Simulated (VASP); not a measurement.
# Zr2H3 (P6/mmm) in VASP: further runs

Runs on Zr2H3. Level: PBE. Tasks: single point, relaxation of cell and atoms.

Program: VASP 6.6.1. These are calculated values, not measurements. Logs are shortened: lines on timing, memory, paths and dates and some standing lists are left out, and cuts for length are marked.

### Step 1. The cell of the first run

Symmetry: P6/mmm, No. 191, hexagonal system. Conventional cell: a = 4.039 Å, b = 4.039 Å, c = 4.482 Å, α = 90.00°, β = 90.00°, γ = 120.00°. Within 3.0 Å of Zr (site symmetry -6m2) lie 2 H at 2.24 Å and 3 Zr at 2.33 Å. Within 3.0 Å of H (site symmetry -6m2) lie 2 Zr at 2.24 Å and 6 H at 2.33 Å. Within 3.1 Å of H (site symmetry 6/mmm) lie 6 H at 2.33 Å.

The cell was built from a structure type or drawn by symmetry, and may not be a known phase.

### Step 2. Single point, PBE

Input file INCAR:

```
  PREC = Accurate
  ENCUT = 520
  EDIFF = 1E-6
  ISMEAR = 0
  SIGMA = 0.1
  LREAL = F
  LASPH = T
  NELM = 60
  ALGO = Normal
  ISIF = 2
  LWAVE = F
  LCHARG = F
  GGA = PE
  NBANDS = 22
```

Input file KPOINTS:

```
Automatic mesh
0
Gamma
  6 6 4
```

Input file POSCAR:

```
Zr2H3
1.0
    4.0392758700      0.0000000000      0.0000000000
   -2.0196379300      3.4981155100      0.0000000000
    0.0000000000      0.0000000000      4.4816188300
Zr H
2 3
Direct
    0.3333333300      0.6666666700      0.0000000000
    0.6666666700      0.3333333300      0.0000000000
    0.3333333300      0.6666666700      0.5000000000
    0.6666666700      0.3333333300      0.5000000000
    0.0000000000      0.0000000000      0.5000000000
```

Potentials or basis: VASP PAW PBE potentials, release 64 (Zr_sv, H).

Started as:

```bash
cat potpaw_PBE.64/Zr_sv/POTCAR potpaw_PBE.64/H/POTCAR > POTCAR
mpirun -np 1 vasp_std > vasp.out
```

OUTCAR:

```text
PREC = Accurate
   ENCUT = 520
   EDIFF = 1E-6
   ISMEAR = 0
   LREAL = F
   LASPH = T
   NELM = 60
   ISIF = 2
   GGA = PE

 ion  position               nearest neighbor table
   1  0.333  0.667  0.000-   3 2.24   3 2.24   2 2.33   2 2.33   2 2.33
   2  0.667  0.333  0.000-   4 2.24   4 2.24   1 2.33   1 2.33   1 2.33
   3  0.333  0.667  0.500-   1 2.24   1 2.24
   4  0.667  0.333  0.500-   2 2.24   2 2.24
   5  0.000  0.000  0.500-

  LATTYP: Found a hexagonal cell.
 ALAT       =     4.0392758700
 C/A-ratio  =     1.1095104603

  Lattice vectors:

 A1 = (   4.0392758700,   0.0000000000,   0.0000000000)
 A2 = (  -2.0196379300,   3.4981155100,   0.0000000000)
 A3 = (   0.0000000000,   0.0000000000,   4.4816188300)

Analysis of symmetry for initial positions (statically):
=====================================================================
 Subroutine PRICEL returns:
 Original cell was already a primitive cell.

 Routine SETGRP: Setting up the symmetry group for a
 hexagonal supercell.

 Subroutine GETGRP returns: Found 24 space group operations
 (whereof 24 operations were pure point group operations)
 out of a pool of 24 trial point group operations.

The static configuration has the point symmetry D_6h.

Analysis of symmetry for dynamics (positions and initial velocities):
=====================================================================
 Subroutine PRICEL returns:
 Original cell was already a primitive cell.

 Routine SETGRP: Setting up the symmetry group for a
 hexagonal supercell.

 Subroutine GETGRP returns: Found 24 space group operations
 (whereof 24 operations were pure point group operations)
 out of a pool of 24 trial point group operations.

The dynamic configuration has the point symmetry D_6h.

 Subroutine INISYM returns: Found 24 space group operations
 (whereof 24 operations are pure point group operations),
 and found     1 'primitive' translations

----------------------------------------------------------------------------------------

                                     Primitive cell

  volume of cell :      63.3246

  direct lattice vectors                    reciprocal lattice vectors
     4.039275870  0.000000000  0.000000000     0.247569127  0.142934102  0.000000000
[... 84 lines left out ...]
   LSORBIT =      F    spin-orbit coupling
   LASPH  =      T    aspherical Exc in radial PAW
   ENCUT  =  520.0 eV  38.22 Ry    6.18 a.u.   7.51  7.51  8.33*2*pi/ulx,y,z
   NELM   =     60;   NELMIN=  2; NELMDL= -5     # of ELM steps
   EDIFF  = 0.1E-05   stopping-criterion for ELM
   LREAL  =      F    real-space projection
   EDIFFG = 0.1E-04   stopping-criterion for IOM
   NSW    =      0    number of steps for IOM
   IBRION =     -1    ionic relax: 0-MD 1-quasi-New 2-CG
   NFREE  =      0    steps in history (QN), initial steepest desc. (CG)
   ISIF   =      2    stress and relaxation
   ISYM   =      2    0-nonsym 1-usesym 2-fastsym
   POTIM  = 0.5000    time-step for ionic-motion
   TEBEG  =    0.0;   TEEND  =   0.0 temperature during run
   PSTRESS=    0.0 pullay stress
   NELECT =      27.0000    total number of electrons
   NUPDOWN=      -1.0000    fix difference up-down
   EMIN   =  10.00;   EMAX   =-10.00  energy-range for DOS
   EFERMI =   0.00;   METHOD = LEGACY
   ISMEAR =     0;   SIGMA  =   0.10  broadening in eV -4-tet -1-fermi 0-gaus
   EFERMI_NEDOS =   21; number of points for ismear=-14 and -15
   IALGO  =     38    algorithm
   IMIX   =      4    mixing-type and parameters
     AMIX     =   0.40;   BMIX     =  1.00
     AMIX_MAG =   1.60;   BMIX_MAG =  1.00
  volume/ion in A,a.u.               =      12.66        85.47
  Fermi-wavevector in a.u.,A,eV,Ry     =   1.232174  2.328470 20.657069  1.518252
  Thomas-Fermi vector in A             =   2.366954
   LORBIT       =      0    0 simple, 1 ext, 2 COOP (PROOUT), +10 PAW based schemes
   GGA     = PE    functional components
   LHFCALC =     F    Hartree Fock is set to
   AEXX    =    0.0000 exact exchange contribution
   IVDW    =     0    specifies the selected vdW correction
   LEPSILON=     F    determine dielectric tensor
   LRPA    =     F    only Hartree local field effects (RPA)
 non-spin polarized calculation
 Gauss-broadening in eV      SIGMA  =   0.10
  energy-cutoff  :      520.00
  volume of cell :       63.32
 maximum number of plane-waves:      1719
   NGX = 15   NGY = 15   NGZ = 17

 number of electron      27.0000002 magnetization

 Free energy of the ion-electron system (eV)
  ---------------------------------------------------
  ext. energy  EPLUGINS =         0.00000000
  ---------------------------------------------------
  free energy    TOTEN  =       -18.47816769 eV

  energy without entropy =      -18.45083465  energy(sigma->0) =      -18.46450117

 E-fermi :   5.5363     XC(G=0): -10.1507

 val. band max:        5.5194928426   @ k =   0.3333   0.3333   0.2500
 cond. band min:       5.5563981266   @ k =   0.3333   0.0000   0.5000
 fundamental gap:      0.0369052840
 Fermi energy:         5.5363066308

 k-point     1 :       0.0000    0.0000    0.0000
  band No.  band energies     occupation
      1     -43.4957      2.00000
      2     -41.7406      2.00000
      3     -22.8369      2.00000
      4     -22.8369      2.00000
      5     -21.2486      2.00000
      6     -19.9405      2.00000
[... 514 lines left out ...]
     21      11.0543      0.00000
     22      11.0543      0.00000

------------------------ aborting loop because EDIFF is reached ----------------------------------------

  FORCE on cell =-STRESS in cart. coord.  units (eV):
  Direction    XX          YY          ZZ          XY          YZ          ZX
  --------------------------------------------------------------------------------------
  -------------------------------------------------------------------------------------
  Total       11.6267744     11.6267743    -12.0470070      0.0000000     -0.0000000      0.0000000
  in kB      294.1692338    294.1692328   -304.8015480      0.0000004     -0.0000000      0.0000000
  external PRESSURE =      94.5123062 kB  Pullay stress =       0.0000000 kB

 VOLUME and BASIS-vectors are now :
 -----------------------------------------------------------------------------
  energy-cutoff  :      520.00
  volume of cell :       63.32
      direct lattice vectors                 reciprocal lattice vectors
     4.039275870  0.000000000  0.000000000     0.247569127  0.142934102  0.000000000
    -2.019637930  3.498115510  0.000000000     0.000000000  0.285868205  0.000000000
     0.000000000  0.000000000  4.481618830     0.000000000  0.000000000  0.223133657

 POSITION                                       TOTAL-FORCE (eV/Angst)
 -----------------------------------------------------------------------------------
     -0.00000      2.33208      0.00000         0.000000     -0.000000      0.000000
      2.01964      1.16604      0.00000        -0.000000     -0.000000     -0.000000
     -0.00000      2.33208      2.24081        -0.000000      0.000000     -0.000000
      2.01964      1.16604      2.24081        -0.000000      0.000000     -0.000000
      0.00000      0.00000      2.24081        -0.000000      0.000000     -0.000000
 -----------------------------------------------------------------------------------
    total drift:                               -0.000000      0.000000     -0.000000

  FREE ENERGIE OF THE ION-ELECTRON SYSTEM (eV)
  ---------------------------------------------------
  free  energy   TOTEN  =       -18.4781676892 eV

  energy  without entropy=      -18.4508346488  energy(sigma->0) =      -18.46450117
```

OSZICAR:

```text
N       E                     dE             d eps       ncg     rms          rms(c)
DAV:   1     0.239997017943E+03    0.24000E+03   -0.13953E+04   924   0.116E+03
DAV:   2    -0.271587428524E+01   -0.24271E+03   -0.23573E+03  1116   0.346E+02
DAV:   3    -0.185919071028E+02   -0.15876E+02   -0.15426E+02  1680   0.668E+01
DAV:   4    -0.189368494482E+02   -0.34494E+00   -0.34207E+00  1150   0.102E+01
DAV:   5    -0.189474055821E+02   -0.10556E-01   -0.10545E-01  1320   0.136E+00    0.247E+01
DAV:   6    -0.185397944117E+02    0.40761E+00   -0.13418E+00  1136   0.472E+00    0.134E+01
DAV:   7    -0.185608610094E+02   -0.21067E-01   -0.12973E+00  1134   0.339E+00    0.424E+00
DAV:   8    -0.184834820567E+02    0.77379E-01   -0.68866E-01  1210   0.205E+00    0.109E+00
DAV:   9    -0.184782249180E+02    0.52571E-02   -0.39469E-02  1044   0.850E-01    0.195E-01
DAV:  10    -0.184781727213E+02    0.52197E-04   -0.19826E-03  1152   0.242E-01    0.114E-01
DAV:  11    -0.184781700975E+02    0.26238E-05   -0.24529E-04  1306   0.914E-02    0.107E-02
DAV:  12    -0.184781678366E+02    0.22609E-05   -0.13536E-05  1118   0.220E-02    0.456E-03
DAV:  13    -0.184781676892E+02    0.14733E-06   -0.18180E-06   736   0.631E-03
   1 F= -.18478168E+02 E0= -.18464501E+02  d E =-.273330E-01
```

It took 46 s on 1 thread of Intel Xeon Platinum 8488C (Sapphire Rapids), shared host; peak memory 0.18 GiB.

What came out:

```
Free energy            : -18.4782 eV
Pressure               : 9.5 GPa
Band gap on the k mesh : zero (an odd number of electrons rules out a gap without spin polarisation)
```

Stress tensor (GPa, compression positive):
```
 29.42   0.00   0.00
  0.00  29.42   0.00
  0.00   0.00 -30.48
```

Levels at points of the mesh, in eV from the Fermi level:
```
           k point  band 9  band 10  band 11  band 12  band 13  band 14  band 15  band 16  band 17  band 18
(0.00, 0.00, 0.00)   -6.83    -2.33    -0.47    -0.04    -0.04     1.36     1.36     1.80     3.24     3.24
(0.50, 0.00, 0.00)   -4.51    -4.17    -2.44    -0.95    -0.83    -0.42    -0.38     1.43     3.10     4.56
(0.00, 0.00, 0.50)   -5.53    -2.36    -0.41    -0.41     0.25     1.16     1.31     1.49     1.49     3.30
(0.50, 0.00, 0.50)   -3.78    -3.14    -2.69    -1.34    -0.93     0.05     1.29     1.77     2.14     3.03
```

Caveat: the cell stands under pressure.

### Step 3. Single point, PBE

This run uses another cell than the first one, of 16.70 Å³/atom.

Input file INCAR:

```
SYSTEM = Zr2H3
PREC = Accurate ; ENCUT = 520
EDIFF = 1E-6 ; ISMEAR = 0
SIGMA = 0.1 ; LREAL = .False.
LASPH = .True. ; NELM = 100
ALGO = Normal ; ISIF = 2
LWAVE = .False. ; LCHARG = .False.
GGA = PE ; NBANDS = 22
```

Input file KPOINTS:

```
Automatic mesh
0
Gamma
  6 6 4
  0 0 0
```

Input file POSCAR:

```
Zr2H3
1.0
    5.0517541473     -0.0000000036      0.0000000000
   -2.5258770705      4.3749474270      0.0000000000
    0.0000000000      0.0000000000      3.7783153423
Zr H
2 3
Direct
    0.3333333333      0.6666666667      0.0000000000
    0.6666666667      0.3333333333      0.0000000000
    0.3333333333      0.6666666667      0.5000000000
    0.6666666667      0.3333333333      0.5000000000
    0.0000000000      0.0000000000      0.5000000000
```

Potentials or basis: VASP PAW PBE potentials, release 64 (Zr_sv, H).

Started as:

```bash
cat potpaw_PBE.64/Zr_sv/POTCAR potpaw_PBE.64/H/POTCAR > POTCAR
mpirun -np 1 vasp_std > vasp.out
```

It took 46 s on 1 thread of Intel Xeon Platinum 8488C (Sapphire Rapids), shared host; peak memory 0.2 GiB.

The run converged. Its results:

```
Free energy            : -22.1667 eV
Pressure               : 0.1 GPa
Band gap on the k mesh : zero (an odd number of electrons rules out a gap without spin polarisation)
```

Stress tensor (GPa, compression positive):
```
 0.19  0.00  0.00
 0.00  0.19  0.00
 0.00  0.00 -0.08
```

Levels at points of the mesh, in eV from the Fermi level:
```csv
k point,band 11,band 12,band 13,band 14,band 15,band 16,band 17,band 18
"(0.00, 0.00, 0.00)",-2.98,0.51,0.51,0.80,0.80,0.81,1.27,1.27
"(0.50, 0.00, 0.00)",-2.71,-0.80,-0.56,-0.22,0.98,1.37,2.56,2.75
"(0.00, 0.00, 0.50)",-1.03,-0.42,-0.42,-0.18,1.07,1.07,1.19,1.19
"(0.50, 0.00, 0.50)",-1.09,-0.92,-0.70,-0.36,-0.02,1.32,1.52,2.09
```

Caveat: the k points lie up to 0.42 Å⁻¹ apart, too coarse for converged energies and pressures of a metal.

### Step 4. Relaxation of cell and atoms, PBE

Input file INCAR:

```
SYSTEM = Zr2H3
PREC = Accurate
ENCUT = 600
EDIFF = 1E-7
ISMEAR = 0
SIGMA = 0.1
LREAL = .FALSE.
LASPH = .TRUE.
NELM = 80
ALGO = Normal
ISIF = 3
LWAVE = .FALSE.
LCHARG = .FALSE.
GGA = PE
IBRION = 2
NSW = 90
EDIFFG = -0.04
```

Input file KPOINTS:

```
Automatic mesh
0
G
  6 6 4
  0 0 0
```

Input file POSCAR:

```
Zr2H3
1.0
    4.0392758700      0.0000000000      0.0000000000
   -2.0196379300      3.4981155100      0.0000000000
    0.0000000000      0.0000000000      4.4816188300
Zr H
2 3
Direct
    0.3333333300      0.6666666700      0.0000000000
    0.6666666700      0.3333333300      0.0000000000
    0.3333333300      0.6666666700      0.5000000000
    0.6666666700      0.3333333300      0.5000000000
    0.0000000000      0.0000000000      0.5000000000
```

Started as:

```bash
cat potpaw_PBE.64/Zr_sv/POTCAR potpaw_PBE.64/H/POTCAR > POTCAR
mpirun -np 1 vasp_std > vasp.out
```

Wall time 4.5 min (1 thread of Intel Xeon Platinum 8488C (Sapphire Rapids), shared host); peak memory 0.2 GiB.

The run converged. Its results:

```
Free energy                           : -22.1390 eV
Relaxed volume                        : 16.63 Å³/atom
Relaxed cell                          : a = 5.039 Å, b = 5.039 Å, c = 3.781 Å, α = 90.00°, β = 90.00°, γ = 120.00°
Space group after relaxing (to 0.1 Å) : P6/mmm (No. 191)
Energy gained by relaxing             : 732.0 meV/atom
Ionic steps                           : 9
Pressure after relaxing               : 0.1 GPa
Band gap on the k mesh                : zero (an odd number of electrons rules out a gap without spin polarisation)
```

Stress tensor (GPa, compression positive):
```
 0.16  0.00  0.00
 0.00  0.16  0.00
 0.00  0.00 -0.13
```

The path:
| step | energy change (eV) | largest force (eV/Å) | pressure (GPa) | volume (Å³) |
| --- | --- | --- | --- | --- |
| 1 | 0.0000 | 0.0000 | 9.50 | 63.32 |
| 2 | -2.8491 | 0.0000 | 3.59 | 69.26 |
| 3 | -3.3066 | 0.0000 | 9.27 | 72.48 |
| 4 | -3.4266 | 0.0000 | 7.36 | 71.74 |
| 5 | -3.4205 | 0.0000 | 7.71 | 71.91 |
| 6 | -3.6517 | 0.0000 | 0.76 | 81.25 |
| 7 | -3.6547 | 0.0000 | -0.02 | 82.66 |
| 8 | -3.6547 | 0.0000 | 0.10 | 82.43 |
| 9 | -3.6602 | 0.0000 | 0.06 | 83.13 |

Final structure:
```cif
data_structure
_symmetry_space_group_name_H-M 'P 1'
_symmetry_Int_Tables_number 1
_cell_length_a 5.0386
_cell_length_b 5.0386
_cell_length_c 3.7809
_cell_angle_alpha 90.000
_cell_angle_beta 90.000
_cell_angle_gamma 120.000
_cell_volume 83.13
loop_
_atom_site_label
_atom_site_type_symbol
_atom_site_fract_x
_atom_site_fract_y
_atom_site_fract_z
_atom_site_occupancy
Zr1 Zr 0.33333 0.66667 0.00000 1
Zr2 Zr 0.66667 0.33333 0.00000 1
H1 H 0.33333 0.66667 0.50000 1
H2 H 0.66667 0.33333 0.50000 1
H3 H 0.00000 0.00000 0.50000 1
```

Levels at points of the mesh, in eV from the Fermi level:
```csv
k point,band 11,band 12,band 13,band 14,band 15,band 16,band 17
"(0.00, 0.00, 0.00)",-2.98,0.51,0.51,0.82,0.82,1.25,1.25
"(0.50, 0.00, 0.00)",-2.72,-0.79,-0.56,-0.22,0.96,1.36,2.76
"(0.00, 0.00, 0.50)",-1.02,-0.42,-0.42,-0.17,1.07,1.07,1.20
"(0.50, 0.00, 0.50)",-1.08,-0.92,-0.71,-0.36,-0.03,1.33,1.53
```

Caveat: the volume moved by over 15 % at a fixed basis, so the end points are rough.

### Step 5. Single point, PBE

This run uses another cell than the first one, of 16.86 Å³/atom.

Input file INCAR:

```
SYSTEM = Zr2H3
  PREC = Accurate
  ENCUT = 520
  EDIFF = 1E-6
  ISMEAR = 0
  SIGMA = 0.1
  LREAL = .False.
  LASPH = .True.
  NELM = 60
  ALGO = Normal
  ISIF = 2
  LWAVE = .False.
  LCHARG = .True.
  GGA = PE
  LELF = .True.
  LVHAR = .True.
  NBANDS = 22
```

Input file KPOINTS:

```
regular mesh
0
Gamma
  12 12 10
  0 0 0
```

Input file POSCAR:

```
Zr2H3
1.0
    5.0849804009      0.0000000000      0.0000000000
   -2.5424902004      4.4037222049      0.0000000000
    0.0000000000      0.0000000000      3.7638041714
Zr H
2 3
Direct
    0.3333333333      0.6666666667      0.0000000000
    0.6666666667      0.3333333333      0.0000000000
    0.3333333333      0.6666666667      0.5000000000
    0.6666666667      0.3333333333      0.5000000000
    0.0000000000      0.0000000000      0.5000000000
```

Started as:

```bash
cat potpaw_PBE.64/Zr_sv/POTCAR potpaw_PBE.64/H/POTCAR > POTCAR
mpirun -np 1 vasp_std > vasp.out
```

Run time: 3.6 min. Hardware: 1 thread of Intel Xeon Platinum 8488C (Sapphire Rapids), shared host; peak memory 0.31 GiB.

The run converged. Its results:

```yaml
Free_energy: -22.2072 eV
Pressure: 0.0 GPa
Band_gap_on_the_k_mesh: zero (an odd number of electrons rules out a gap without spin polarisation)
```

Levels at points of the mesh, in eV from the Fermi level:
```tsv
k point	band 11	band 12	band 13	band 14	band 15	band 16	band 17	band 18
(0.00, 0.00, 0.00)	-2.96	0.51	0.51	0.77	0.77	0.82	1.32	1.32
(0.50, 0.00, 0.00)	-2.67	-0.83	-0.55	-0.20	1.04	1.43	2.52	2.77
(0.00, 0.00, 0.50)	-1.02	-0.40	-0.40	-0.16	1.08	1.08	1.17	1.17
(0.50, 0.00, 0.50)	-1.06	-0.89	-0.65	-0.37	0.00	1.32	1.51	2.06
```

(Part 1 of 2 ends here.)
